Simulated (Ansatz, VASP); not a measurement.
## CsH2: VASP beside Ansatz

INCAR

```
ALGO = Normal
EDIFF = 1E-6
ENCUT = 520
GGA = PE
ISIF = 2
ISMEAR = 0
LASPH = True
LCHARG = False
LREAL = False
LWAVE = False
NBANDS = 12
NELM = 60
PREC = Accurate
SIGMA = 0.1
```

File KPOINTS:

```
k-points
0
Gamma
  6 6 4
```

The input POSCAR:

```
CsH2
1.0
    3.8654360095      0.0000000000      0.0000000000
   -1.9327180047      3.3475657809      0.0000000000
    0.0000000000      0.0000000000      4.1736435318
Cs H
1 2
Direct
    0.0000000000      0.0000000000      0.0000000000
    0.3333333333      0.6666666667      0.5000000000
    0.6666666667      0.3333333333      0.5000000000
```

Input for Ansatz:

```yaml
crystal:
  lattice:
    - [3.8654360095, 0.0, 0.0]
    - [-1.9327180047, 3.3475657809, 0.0]
    - [0.0, 0.0, 4.1736435318]
  atoms:
    - { symbol: Cs, position: [0.0, 0.0, 0.0] }
    - { symbol: H, position: [0.3333333333, 0.6666666667, 0.5] }
    - { symbol: H, position: [0.6666666667, 0.3333333333, 0.5] }
basis:
  ecutwfc: 420
kpoints:
  mp_grid: { grid: [6, 6, 4] }
hamiltonian:
  xc: pbe
scf:
  occupations: { method: gaussian, width: 0.1 }
  lower_state_search: "off"
output:
  forces: true
  stress: true
  eigenvalues: true
```

Alike in both runs: task single point; functional PBE; k mesh 6 × 6 × 4; occupations gaussian, width 0.1 eV; no spin polarisation.

```csv
,VASP,Ansatz
version,VASP 6.6.1,Ansatz 0.2.0
potentials or method,"VASP PAW PBE potentials, release 64 (Cs_sv, H), cutoff 520 eV","scalar-relativistic, plane waves, PAW"
valence electrons in the cell,11,11
```

```csv
,VASP,Ansatz,Ansatz less VASP
gap on the k mesh at the Fermi level (eV),none,none,-
pressure (GPa),1.1,1.1,-0.06
"traceless stress, the component that is largest in VASP (GPa)",-0.59,-0.52,+0.068
```

A gap of «none» marks a metal or a gap that the smearing closes. The functional is the same, so the differences come from potentials, cutoffs and numerics.

The k mesh is coarse, so the values compare programs but aren't converged. Neither program's run includes spin-orbit coupling.
